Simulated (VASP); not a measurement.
Zn: single point with PBEsol

The system is Zn.

```
Zn
1.0
     2.59310    0.00000    0.00000
    -1.29655    2.24569    0.00000
     0.00000    0.00000    4.89373
Zn
2
Direct
  0.33333 0.66667 0.25000
  0.66667 0.33333 0.75000
```

```yaml
Program: VASP 6.6.1
Task: single point
Functional: PBEsol
Potentials_or_basis: VASP PAW PBE potentials, release 64 (Zn)
Cutoff: 500 eV
k_mesh: 18 × 18 × 8
Occupations: gaussian, width 0.1 eV
Spin: no spin polarisation
Dipole_correction: no
Further_INCAR_settings: ALGO = Normal; EDIFF = 1e-06; NBANDS = 19
```

- Pressure: 0.5 GPa
- Band gap on the k mesh: zero (band 12 reaches 5.14 eV, above the bottom of band 13 at 0.24 eV)

Stress tensor (GPa, compression positive):
```
0.54 0.00 0.00
0.00 0.54 0.00
0.00 0.00 0.28
```

Levels at points of the mesh, in eV from the Fermi level:
```
           k point  band 9  band 10  band 11  band 12  band 13  band 14  band 15  band 16
(0.00, 0.00, 0.00)   -7.51    -7.29    -7.29    -4.19    -3.30    13.51    17.34    18.51
(0.50, 0.00, 0.00)   -7.08    -7.06    -3.13    -2.25     2.55     3.48     4.28     5.71
(0.00, 0.00, 0.50)   -7.38    -7.38    -7.38    -7.38     4.34     4.34    19.85    19.85
(0.50, 0.00, 0.50)   -7.07    -7.07    -2.18    -2.18     0.21     0.21    10.21    10.21
```

Wall time 27 s on 1 thread of Intel(R) Xeon(R) 6975P-C (Granite Rapids) (shared host), peak memory 0.19 GiB.

Caveat: the PAW data sets were made with another functional, which shifts forces and pressure a little.
